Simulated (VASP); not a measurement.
# ZnAg (Pm-3m) in VASP: a series of runs, part 2 of 2

VASP 6.6.1.

## Step 5: Single point, LDA

This run uses another cell than the first one, of 13.67 Å³/atom.

Input file INCAR:

```
SYSTEM = ZnAg
ALGO = Normal
EDIFF = 1E-6
ENCUT = 500
GGA_COMPAT = .FALSE.
ISIF = 2
ISMEAR = -1
LASPH = .TRUE.
LCHARG = .FALSE.
LREAL = .FALSE.
LWAVE = .FALSE.
NBANDS = 18
NELM = 120
PREC = Accurate
SIGMA = 0.1
```

Input file KPOINTS:

```
k-points
0
G
  10 10 10
  0 0 0
```

Input file POSCAR:

```
ZnAg
1.0
    3.0123521245      0.0000000000      0.0000000000
    0.0000000000      3.0123521245      0.0000000000
    0.0000000000      0.0000000000      3.0123521245
Zn Ag
1 1
Direct
    0.5000000000      0.5000000000      0.5000000000
    0.0000000000      0.0000000000      0.0000000000
```

Potentials or basis: VASP PAW LDA potentials, release 64 (Zn, Ag).

Run with:

```console
cat potpaw_LDA.64/Zn/POTCAR potpaw_LDA.64/Ag/POTCAR > POTCAR
mpirun -np 1 vasp_std > vasp.out
```

OUTCAR:

```text
SYSTEM = ZnAg
   EDIFF = 1E-6
   ENCUT = 500
   ISIF = 2
   ISMEAR = -1
   LASPH = .TRUE.
   LREAL = .FALSE.
   NELM = 120
   PREC = Accurate

 ion  position               nearest neighbor table
   1  0.500  0.500  0.500-   2 2.61   2 2.61   2 2.61   2 2.61   2 2.61   2 2.61   2 2.61   2 2.61

   2  0.000  0.000  0.000-   1 2.61   1 2.61   1 2.61   1 2.61   1 2.61   1 2.61   1 2.61   1 2.61

  LATTYP: Found a simple cubic cell.
 ALAT       =     3.0123521245

  Lattice vectors:

 A1 = (   3.0123521245,   0.0000000000,   0.0000000000)
 A2 = (   0.0000000000,   3.0123521245,   0.0000000000)
 A3 = (   0.0000000000,   0.0000000000,   3.0123521245)

Analysis of symmetry for initial positions (statically):
=====================================================================
 Subroutine PRICEL returns:
 Original cell was already a primitive cell.

 Routine SETGRP: Setting up the symmetry group for a
 simple cubic supercell.

 Subroutine GETGRP returns: Found 48 space group operations
 (whereof 48 operations were pure point group operations)
 out of a pool of 48 trial point group operations.

The static configuration has the point symmetry O_h .

[... 158 lines left out ...]
  energy without entropy =       -5.71549852  energy(sigma->0) =       -5.72516778

 E-fermi :   7.9577     XC(G=0): -13.2298

 val. band max:        7.9416338559   @ k =   0.4000   0.4000   0.4000
 cond. band min:       8.0588743094   @ k =   0.3000   0.1000   0.1000
 fundamental gap:      0.1172404535
 Fermi energy:         7.9577323473

 k-point     1 :       0.0000    0.0000    0.0000
  band No.  band energies     occupation
      1      -2.8370      2.00000
      2      -0.8368      2.00000
      3      -0.8368      2.00000
      4       0.0483      2.00000
      5       0.0483      2.00000
      6       0.0483      2.00000
[... 481 lines left out ...]
      5       0.0118      2.00000
      6       0.2033      2.00000
[... 10 lines left out ...]
     17      22.2468      0.00000
     18      23.0223      0.00000

 [... further k-points ...]

------------------------ aborting loop because EDIFF is reached ----------------------------------------

  FORCE on cell =-STRESS in cart. coord.  units (eV):
  Direction    XX          YY          ZZ          XY          YZ          ZX
  --------------------------------------------------------------------------------------
  -------------------------------------------------------------------------------------
  Total        1.8212758      1.8212758      1.8212758      0.0000000      0.0000000     -0.0000000
  in kB      106.7502989    106.7502989    106.7502989      0.0000000      0.0000000     -0.0000000
  external PRESSURE =     106.7502989 kB  Pullay stress =       0.0000000 kB

 VOLUME and BASIS-vectors are now :
 -----------------------------------------------------------------------------
  energy-cutoff  :      500.00
  volume of cell :       27.33
      direct lattice vectors                 reciprocal lattice vectors
     3.012352125  0.000000000  0.000000000     0.331966503  0.000000000  0.000000000
     0.000000000  3.012352125  0.000000000     0.000000000  0.331966503  0.000000000
     0.000000000  0.000000000  3.012352125     0.000000000  0.000000000  0.331966503

 POSITION                                       TOTAL-FORCE (eV/Angst)
 -----------------------------------------------------------------------------------
      1.50618      1.50618      1.50618         0.000000      0.000000      0.000000
      0.00000      0.00000      0.00000         0.000000      0.000000      0.000000
 -----------------------------------------------------------------------------------
    total drift:                                0.000000      0.000000     -0.000000

  FREE ENERGIE OF THE ION-ELECTRON SYSTEM (eV)
  ---------------------------------------------------
  free  energy   TOTEN  =        -5.7348370358 eV

  energy  without entropy=       -5.7154985212  energy(sigma->0) =       -5.72516778
```

OSZICAR:

```text
N       E                     dE             d eps       ncg     rms          rms(c)
DAV:   1     0.121696254431E+03    0.12170E+03   -0.11110E+04  2136   0.166E+03
DAV:   2    -0.204358910623E+01   -0.12374E+03   -0.11892E+03  2048   0.306E+02
DAV:   3    -0.633113068945E+01   -0.42875E+01   -0.42639E+01  2198   0.644E+01
DAV:   4    -0.636282085128E+01   -0.31690E-01   -0.31682E-01  2200   0.492E+00
DAV:   5    -0.636314339730E+01   -0.32255E-03   -0.32254E-03  2152   0.514E-01    0.926E+00
DAV:   6    -0.578302765817E+01    0.58012E+00   -0.18239E+00  2144   0.173E+01    0.561E+00
DAV:   7    -0.574958312494E+01    0.33445E-01   -0.30770E-02  2652   0.497E+00    0.302E+00
DAV:   8    -0.573494205001E+01    0.14641E-01   -0.85632E-03  2108   0.124E+00    0.167E-01
DAV:   9    -0.573483182530E+01    0.11022E-03   -0.20886E-04  2388   0.589E-01    0.434E-02
DAV:  10    -0.573483740087E+01   -0.55756E-05   -0.32276E-05  2144   0.608E-02    0.969E-03
DAV:  11    -0.573483703584E+01    0.36502E-06   -0.17076E-06  1462   0.231E-02
   1 F= -.57348370E+01 E0= -.57251678E+01  d E =-.193385E-01
```

stdout:

```text
POSCAR found type information on POSCAR ZnAg
 POSCAR found :  2 types and       2 ions
 scaLAPACK will be used
 LDA part: xc-table for (Slater(with rela. corr.)+CA(PZ))
 , standard interpolation
 POSCAR, INCAR and KPOINTS ok, starting setup
 FFT: planning ... GRIDC
 FFT: planning ... GRID_SOFT
 FFT: planning ... GRID
 WAVECAR not read
 entering main loop
```

It took 15 s on 1 thread of Intel Xeon Platinum 8259CL at 2.50GHz (Skylake/Cascade Lake), shared host; peak memory 0.15 GiB.

What came out:

```yaml
Free_energy: -5.7348 eV
Pressure: 10.7 GPa
Band_gap_on_the_k_mesh: zero (an odd number of electrons rules out a gap without spin polarisation)
```

Caveat: the cell stands under pressure.

## Step 6: Overview

| cell | gap on the mesh (eV) | pressure (GPa) |
| --- | --- | --- |
| a = 2.893 Å, 2 atoms | none | 41.1 |
| a = 2.925 Å, 2 atoms | none | 30.9 |
| a = 2.964 Å, 2 atoms | none | 20.8 |
| a = 3.012 Å, 2 atoms | none | 10.7 |

Alike in all rows: task single point; level LDA; potentials or basis VASP PAW LDA potentials, release 64 (Zn, Ag); no spin polarisation; k mesh 10 × 10 × 10; cutoff (eV) 500; smearing fermi-dirac 0.1 eV.

Caveats: the cell stands under pressure.

Absolute energies hang on the potentials; compare differences alone.
